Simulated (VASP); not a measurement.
# As in VASP: notebook

The runs below take As through single point, with PBEsol, r2SCAN, PBE.

All numbers are computed with VASP 6.6.1; they aren't measurements. Logs are shortened: lines on timing, memory, paths and dates and some standing lists are left out, and cuts for length are marked.

## Step 1: The cell of the first run

The structure is trigonal, space group R-3m (No. 166). The conventional cell has a = 3.727 Å, b = 3.727 Å, c = 9.653 Å, α = 90.00°, β = 90.00°, γ = 120.00°. Within 3.3 Å of As (site symmetry 3m) lie 6 As at 2.51 to 2.89 Å.

## Step 2: Single point, PBEsol

File INCAR:

```
PREC     = Accurate       # precision mode
ENCUT    = 520            # plane-wave cutoff, eV
EDIFF    = 1E-6           # SCF threshold, eV
ISMEAR   = -1             # smearing method
SIGMA    = 0.05           # smearing width, eV
LREAL    = F              # projectors in reciprocal space
LASPH    = T              # aspherical terms in the spheres
NELM     = 80             # most SCF steps
ALGO     = Normal         # electronic algorithm
ISIF     = 2              # what is computed and relaxed
LWAVE    = F              # write WAVECAR
LCHARG   = F              # write CHGCAR
GGA      = PS             # functional
NBANDS   = 12             # bands
```

File KPOINTS:

```
Automatic mesh
0
Gamma
  9 9 9
```

File POSCAR:

```
As
1.0
    1.8636421565      1.0759743007      3.2178065298
   -1.8636421565      1.0759743007      3.2178065298
    0.0000000000     -2.1519486015      3.2178065298
As
2
Direct
    0.2334292304      0.2334292304      0.2334292304
    0.7665707696      0.7665707696      0.7665707696
```

Potentials or basis: VASP PAW PBE potentials, release 64 (As).

On the command line:

```console
$ cat potpaw_PBE.64/As/POTCAR > POTCAR
$ mpirun -np 1 vasp_std > vasp.out
```

OUTCAR:

```text
PREC = Accurate
   ENCUT = 520
   EDIFF = 1E-6
   ISMEAR = -1
   LREAL = F
   LASPH = T
   NELM = 80
   ISIF = 2
   GGA = PS

 ion  position               nearest neighbor table
   1  0.233  0.233  0.233-   2 2.51   2 2.51   2 2.51   2 2.89   2 2.89   2 2.89
   2  0.767  0.767  0.767-   1 2.51   1 2.51   1 2.51   1 2.89   1 2.89   1 2.89

  LATTYP: Found a trigonal (rhomboedric) cell.
 ALAT       =     3.8710672490
 COS(alpha) =     0.5364531702

  Lattice vectors:

 A1 = (   1.8636421565,   1.0759743007,   3.2178065298)
 A2 = (  -1.8636421565,   1.0759743007,   3.2178065298)
 A3 = (   0.0000000000,  -2.1519486015,   3.2178065298)

Analysis of symmetry for initial positions (statically):
=====================================================================
 Subroutine PRICEL returns:
 Original cell was already a primitive cell.

 Routine SETGRP: Setting up the symmetry group for a
 trigonal (rhombohedral) supercell.

 Subroutine GETGRP returns: Found 12 space group operations
 (whereof 12 operations were pure point group operations)
 out of a pool of 12 trial point group operations.

The static configuration has the point symmetry D_3d.

Analysis of symmetry for dynamics (positions and initial velocities):
=====================================================================
 Subroutine PRICEL returns:
 Original cell was already a primitive cell.

 Routine SETGRP: Setting up the symmetry group for a
 trigonal (rhombohedral) supercell.

 Subroutine GETGRP returns: Found 12 space group operations
 (whereof 12 operations were pure point group operations)
 out of a pool of 12 trial point group operations.

The dynamic configuration has the point symmetry D_3d.

 Subroutine INISYM returns: Found 12 space group operations
 (whereof 12 operations are pure point group operations),
 and found     1 'primitive' translations

----------------------------------------------------------------------------------------

                                     Primitive cell

  volume of cell :      38.7147

  direct lattice vectors                    reciprocal lattice vectors
     1.863642157  1.075974301  3.217806530     0.268291849  0.154898371  0.103590235
    -1.863642157  1.075974301  3.217806530    -0.268291849  0.154898371  0.103590235
     0.000000000 -2.151948602  3.217806530     0.000000000 -0.309796742  0.103590235
[... 84 lines left out ...]
   EDIFF  = 0.1E-05   stopping-criterion for ELM
   LREAL  =      F    real-space projection
   EDIFFG = 0.1E-04   stopping-criterion for IOM
   NSW    =      0    number of steps for IOM
   IBRION =     -1    ionic relax: 0-MD 1-quasi-New 2-CG
   NFREE  =      0    steps in history (QN), initial steepest desc. (CG)
   ISIF   =      2    stress and relaxation
   ISYM   =      2    0-nonsym 1-usesym 2-fastsym
   POTIM  = 0.5000    time-step for ionic-motion
   TEBEG  =    0.0;   TEEND  =   0.0 temperature during run
   PSTRESS=    0.0 pullay stress
   NELECT =      10.0000    total number of electrons
   NUPDOWN=      -1.0000    fix difference up-down
   EMIN   =  10.00;   EMAX   =-10.00  energy-range for DOS
   EFERMI =   0.00;   METHOD = LEGACY
   ISMEAR =    -1;   SIGMA  =   0.05  broadening in eV -4-tet -1-fermi 0-gaus
   EFERMI_NEDOS =   21; number of points for ismear=-14 and -15
   IALGO  =     38    algorithm
   IMIX   =      4    mixing-type and parameters
     AMIX     =   0.40;   BMIX     =  1.00
     AMIX_MAG =   1.60;   BMIX_MAG =  1.00
  volume/ion in A,a.u.               =      19.36       130.63
  Fermi-wavevector in a.u.,A,eV,Ry     =   1.042597  1.970222 14.789637  1.087008
  Thomas-Fermi vector in A             =   2.177269
   LORBIT       =      0    0 simple, 1 ext, 2 COOP (PROOUT), +10 PAW based schemes
   GGA     = PS    functional components
   LHFCALC =     F    Hartree Fock is set to
   AEXX    =    0.0000 exact exchange contribution
   IVDW    =     0    specifies the selected vdW correction
   LEPSILON=     F    determine dielectric tensor
   LRPA    =     F    only Hartree local field effects (RPA)
 non-spin polarized calculation
  energy-cutoff  :      520.00
  volume of cell :       38.71
 maximum number of plane-waves:      1058
 NGX is ok and might be reduce to    30

 number of electron      10.0000002 magnetization

 Free energy of the ion-electron system (eV)
  ---------------------------------------------------
  ext. energy  EPLUGINS =         0.00000000
  ---------------------------------------------------
  free energy    TOTEN  =       -10.17894325 eV

  energy without entropy =      -10.17679425  energy(sigma->0) =      -10.17786875

 E-fermi :   6.5167     XC(G=0): -10.6107

 val. band max:        6.5102896029   @ k =   0.3333   0.1111   0.1111
 cond. band min:       6.5321263079   @ k =   0.3333   0.2222   0.2222
 fundamental gap:      0.0218367050
 Fermi energy:         6.5167265862

 k-point     1 :       0.0000    0.0000    0.0000
  band No.  band energies     occupation
      1      -9.2737      2.00000
      2       1.4066      2.00000
      3       4.0276      2.00000
      4       4.2397      2.00000
      5       4.2397      2.00000
      6       9.0031      0.00000
      7       9.8944      0.00000
      8       9.8944      0.00000
      9      12.6108      0.00000
     10      12.6108      0.00000
     11      13.0459      0.00000
     12      14.8951      0.00000
[... 331 lines left out ...]
 k-point    24 :       0.4444    0.4444    0.0000
  band No.  band energies     occupation
      1      -6.2705      2.00000
      2      -2.8623      2.00000
      3      -0.2765      2.00000
      4       1.7912      2.00000
      5       1.8263      2.00000
      6       7.9442      0.00000
      7      12.6114      0.00000
      8      13.2988      0.00000
      9      14.4622      0.00000
     10      17.2237      0.00000
     11      19.1083      0.00000
     12      20.7370      0.00000

 [... further k-points ...]
[... 5 lines left out ...]
  --------------------------------------------------------------------------------------
  -------------------------------------------------------------------------------------
  Total        1.3336286      1.3336286      1.3003062      0.0000000     -0.0000000      0.0000000
  in kB       55.1912054     55.1912054     53.8121827      0.0000000     -0.0000000      0.0000000
  external PRESSURE =      54.7315312 kB  Pullay stress =       0.0000000 kB

 VOLUME and BASIS-vectors are now :
 -----------------------------------------------------------------------------
  energy-cutoff  :      520.00
  volume of cell :       38.71
      direct lattice vectors                 reciprocal lattice vectors
     1.863642157  1.075974301  3.217806530     0.268291849  0.154898371  0.103590235
    -1.863642157  1.075974301  3.217806530    -0.268291849  0.154898371  0.103590235
     0.000000000 -2.151948602  3.217806530     0.000000000 -0.309796742  0.103590235

 POSITION                                       TOTAL-FORCE (eV/Angst)
 -----------------------------------------------------------------------------------
      0.00000     -0.00000      2.25339         0.000000     -0.000000      0.060788
      0.00000     -0.00000      7.40003         0.000000      0.000000     -0.060788
 -----------------------------------------------------------------------------------
    total drift:                               -0.000000     -0.000000      0.000000

  FREE ENERGIE OF THE ION-ELECTRON SYSTEM (eV)
  ---------------------------------------------------
  free  energy   TOTEN  =       -10.1789432530 eV

  energy  without entropy=      -10.1767942550  energy(sigma->0) =      -10.17786875
```

OSZICAR:

```text
N       E                     dE             d eps       ncg     rms          rms(c)
DAV:   1     0.264234856748E+02    0.26423E+02   -0.42167E+03  2040   0.698E+02
DAV:   2    -0.876775334174E+01   -0.35191E+02   -0.33562E+02  2748   0.112E+02
DAV:   3    -0.102012305867E+02   -0.14335E+01   -0.14275E+01  2560   0.228E+01
DAV:   4    -0.102071746226E+02   -0.59440E-02   -0.59417E-02  2304   0.166E+00
DAV:   5    -0.102071866991E+02   -0.12076E-04   -0.12077E-04  2560   0.804E-02    0.365E+00
DAV:   6    -0.101891539878E+02    0.18033E-01   -0.36160E-03  2332   0.353E-01    0.217E+00
DAV:   7    -0.101789045691E+02    0.10249E-01   -0.83365E-03  2280   0.547E-01    0.665E-02
DAV:   8    -0.101789360424E+02   -0.31473E-04   -0.14438E-04  2384   0.762E-02    0.171E-02
DAV:   9    -0.101789436984E+02   -0.76560E-05   -0.10122E-05  2468   0.203E-02    0.710E-03
DAV:  10    -0.101789432530E+02    0.44535E-06   -0.96262E-07  1624   0.529E-03
   1 F= -.10178943E+02 E0= -.10177869E+02  d E =-.214900E-02
```

stdout:

```text
POSCAR found type information on POSCAR As
 POSCAR found :  1 types and       2 ions
 scaLAPACK will be used
 -----------------------------------------------------------------------------
|                                                                             |
|                                                                             |
|     You enforced a specific xc type in the INCAR file but a different       |
|     I HOPE YOU KNOW WHAT YOU ARE DOING!                                     |
|                                                                             |
 -----------------------------------------------------------------------------

 LDA part: xc-table for (Slater+PW92), standard interpolation
 POSCAR, INCAR and KPOINTS ok, starting setup
 FFT: planning ... GRIDC
 FFT: planning ... GRID_SOFT
 FFT: planning ... GRID
 WAVECAR not read
 entering main loop
```

Wall time 19 s (1 thread of Intel Xeon 6975P-C (Granite Rapids), shared host); peak memory 0.18 GiB.

What came out:

```
Free energy            : -10.1789 eV
Pressure               : 5.5 GPa
Largest force          : 0.061 eV/Å
Band gap on the k mesh : zero (band 5 reaches 6.53 eV, above the bottom of band 6 at 6.45 eV)
```

Forces on the atoms (eV/Å):
```
As   0.000  0.000  0.061
As   0.000  0.000 -0.061
```

Stress tensor (GPa, compression positive):
```
5.52 0.00 0.00
0.00 5.52 0.00
0.00 0.00 5.38
```

Levels at points of the mesh, in eV from the Fermi level:
```tsv
k point	band 3	band 4	band 5	band 6	band 7	band 8
(0.00, 0.00, 0.00)	-2.49	-2.28	-2.28	2.49	3.38	3.38
```

Caveat: the PAW data sets were made with another functional, which shifts forces and pressure a little.

## Step 3: Single point, PBEsol

This run uses another cell than the first one, of 20.88 Å³/atom, 1.078 times its volume.

File INCAR:

```
PREC = Accurate
ENCUT = 520
EDIFF = 1E-6
ISMEAR = -1
SIGMA = 0.05
LREAL = False
LASPH = True
NELM = 60
ALGO = Normal
ISIF = 2
LWAVE = False
LCHARG = False
GGA = PS
NBANDS = 12
```

KPOINTS is that of step 2.

File POSCAR:

```
As
1.0
    1.8919508069      1.0923183076      3.3673273833
   -1.8919508069      1.0923183076      3.3673273833
    0.0000000000     -2.1846366153      3.3673273833
As
2
Direct
    0.2299744322      0.2299744322      0.2299744322
    0.7700255678      0.7700255678      0.7700255678
```

Potentials or basis: VASP PAW PBE potentials, release 64 (As).

On the command line:

```console
$ cat potpaw_PBE.64/As/POTCAR > POTCAR
$ mpirun -np 1 vasp_std > vasp.out
```

It took 18 s on 1 thread of Intel Xeon 6975P-C (Granite Rapids), shared host; peak memory 0.18 GiB.

It converged, with:

```
Free energy            : -10.2262 eV
Pressure               : 0.4 GPa
Largest force          : 0.062 eV/Å
Band gap on the k mesh : 0.09 eV, indirect (least direct gap 0.60 eV)
```

Forces in eV/Å, atoms in the order of the input:
```
As   0.000  0.000  0.062
As   0.000  0.000 -0.062
```

Stress tensor (GPa, compression positive):
```
0.43 0.00 0.00
0.00 0.43 0.00
0.00 0.00 0.29
```

Levels at points of the mesh, in eV from the valence-band top:
| k point | band 1 | band 2 | band 3 | band 4 | band 5 | band 6 | band 7 | band 8 | band 9 | band 10 |
| --- | --- | --- | --- | --- | --- | --- | --- | --- | --- | --- |
| (0.00, 0.00, 0.00) | -15.07 | -5.47 | -2.29 | -2.00 | -2.00 | 2.14 | 3.20 | 3.20 | 6.54 | 6.54 |

Caveat: the PAW data sets were made with another functional, which shifts forces and pressure a little. A k mesh can miss the band edges.

## Step 4: Single point, r2SCAN

This run uses another cell than the first one, of 21.53 Å³/atom, 1.112 times its volume.

File POSCAR:

```
As
1.0
    1.8807968987      1.0858785957      3.5140619945
   -1.8807968987      1.0858785957      3.5140619945
    0.0000000000     -2.1717571915      3.5140619945
As
2
Direct
    0.2260000000      0.2260000000      0.2260000000
    0.7740000000      0.7740000000      0.7740000000
```

File INCAR.step1:

```
ALGO = Normal
EDIFF = 1E-4
ENCUT = 520
GGA = PE
ISMEAR = 1
LASPH = True
LCHARG = False
LREAL = False
LWAVE = True
NBANDS = 12
NELM = 80
PREC = Accurate
SIGMA = 0.05
```

File INCAR.step2:

```
ALGO = Normal
EDIFF = 1E-6
ENCUT = 520
ISIF = 2
ISMEAR = 1
ISTART = 1
LASPH = True
LCHARG = False
LMIXTAU = True
LREAL = False
LWAVE = False
METAGGA = R2SCAN
NBANDS = 12
NELM = 80
PREC = Accurate
SIGMA = 0.05
```

File KPOINTS:

```
k-points
0
Gamma
  8 8 8
```

On the command line:

```console
$ cat potpaw_PBE.64/As/POTCAR > POTCAR
$ cp INCAR.step1 INCAR
$ mpirun -np 1 vasp_std > vasp.out
$ cp INCAR.step2 INCAR
$ mpirun -np 1 vasp_std > vasp.out
```

Wall time 54 s (1 thread of Intel Xeon 6975P-C (Granite Rapids), shared host); peak memory 0.19 GiB.

The run converged. Its results:

| Item | Value |
| --- | --- |
| Free energy | -29.3872 eV |
| Pressure | 2.0 GPa |
| Largest force | 0.183 eV/Å |
| Band gap on the k mesh | zero (band 5 reaches 5.67 eV, above the bottom of band 6 at 5.19 eV) |

Forces on the atoms (eV/Å):
```
As   0.000  0.000  0.183
As   0.000  0.000 -0.183
```

Stress tensor (GPa, compression positive):
```
1.80 0.00 0.00
0.00 1.80 0.00
0.00 0.00 2.29
```

Levels at points of the mesh, in eV from the Fermi level:
```
           k point  band 3  band 4  band 5  band 6  band 7  band 8
(0.00, 0.00, 0.00)   -2.98   -2.58   -2.58    1.38    2.68    2.68
(0.50, 0.00, 0.00)   -3.45   -3.34   -0.73   -0.47    0.23    1.19
(0.50, 0.50, 0.00)   -6.51   -4.75   -4.74    1.32    5.40    7.03
(0.50, 0.50, 0.50)   -2.30   -2.30   -0.78    0.47    0.47    1.68
```

Caveat: the PAW data sets were made with another functional, which shifts forces and pressure a little.

## Step 5: Single point, PBE

This run uses another cell than the first one, of 21.53 Å³/atom, 1.112 times its volume.

File INCAR:

```
SYSTEM = As
  PREC = Accurate
  ENCUT = 520
  EDIFF = 1E-7
  ISMEAR = -1
  SIGMA = 0.1
  LREAL = .FALSE.
  LASPH = .TRUE.
  NELM = 100
  ALGO = Normal
  ISIF = 2
  LWAVE = .FALSE.
  LCHARG = .FALSE.
  GGA = PE
  NBANDS = 12
```

File KPOINTS:

```
Automatic mesh
0
G
  6 6 6
  0 0 0
```

File POSCAR:

```
As
1.0
    1.8807968987      1.0858785957      3.5140619945
   -1.8807968987      1.0858785957      3.5140619945
    0.0000000000     -2.1717571915      3.5140619945
As
2
Direct
    0.2118200000      0.2247440000      0.2328240000
    0.7755240000      0.7755010000      0.7681290000
```

On the command line:

```console
$ cat potpaw_PBE.64/As/POTCAR > POTCAR
$ mpirun -np 1 vasp_std > vasp.out
```

Wall time 19 s (1 thread of Intel Xeon 6975P-C (Granite Rapids), shared host); peak memory 0.2 GiB.

Results (log left out):

- Free energy: -9.3391 eV
- Pressure: 4.5 GPa
- Largest force: 0.694 eV/Å
- Band gap on the k mesh: zero (band 5 reaches 5.53 eV, above the bottom of band 6 at 5.11 eV)

Forces on the atoms (eV/Å):
```
As   0.133  0.302  0.611
As  -0.133 -0.302 -0.611
```

Stress tensor (GPa, compression positive):
```
 4.28 -0.27  0.63
-0.27  5.59  1.36
 0.63  1.36  3.68
```

Levels at points of the mesh, in eV from the Fermi level:
```csv
k point,band 3,band 4,band 5,band 6,band 7,band 8
"(0.00, 0.00, 0.00)",-2.48,-2.26,-1.97,1.44,2.62,3.06
"(0.50, 0.00, 0.00)",-3.07,-2.82,-0.46,-0.34,0.36,1.52
"(0.00, 0.50, 0.00)",-3.00,-2.87,-0.39,-0.39,0.45,1.51
"(0.00, 0.00, 0.50)",-2.93,-2.92,-0.51,-0.26,0.60,1.45
"(0.50, 0.50, 0.00)",-5.80,-4.27,-4.17,1.44,5.46,6.83
"(0.50, 0.00, 0.50)",-5.95,-4.25,-4.15,1.29,5.51,6.99
"(0.00, 0.50, 0.50)",-6.08,-4.28,-4.11,1.20,5.52,7.12
"(0.50, 0.50, 0.50)",-2.10,-1.69,-0.74,0.57,0.99,1.88
```

## Step 6: The runs side by side

```csv
level,cell,k mesh,smearing,gap on the mesh (eV),pressure (GPa),largest force (eV/Å)
PBEsol,"a = 3.871 Å, angles 57.6°, 2 atoms",9 × 9 × 9,fermi-dirac 0.05 eV,none,5.5,0.06
PBEsol,"a = 4.014 Å, angles 56.2°, 2 atoms",9 × 9 × 9,fermi-dirac 0.05 eV,0.09,0.4,0.06
r2SCAN,"a = 4.131 Å, angles 54.2°, 2 atoms",8 × 8 × 8,methfessel-paxton 0.05 eV,none,2.0,0.18
PBE,"a = 4.131 Å, angles 54.2°, 2 atoms",6 × 6 × 6,fermi-dirac 0.1 eV,none,4.5,0.69
```

Some of these runs hold the atoms at other places in the same cell, which the table doesn't show; runs alike in all that it shows share one row.

Alike in all rows: task single point; potentials or basis VASP PAW PBE potentials, release 64 (As); no spin polarisation; cutoff (eV) 520.

Caveats: the PAW data sets were made with another functional, which shifts forces and pressure a little (some runs).

Absolute energies hang on the potentials; compare differences alone.
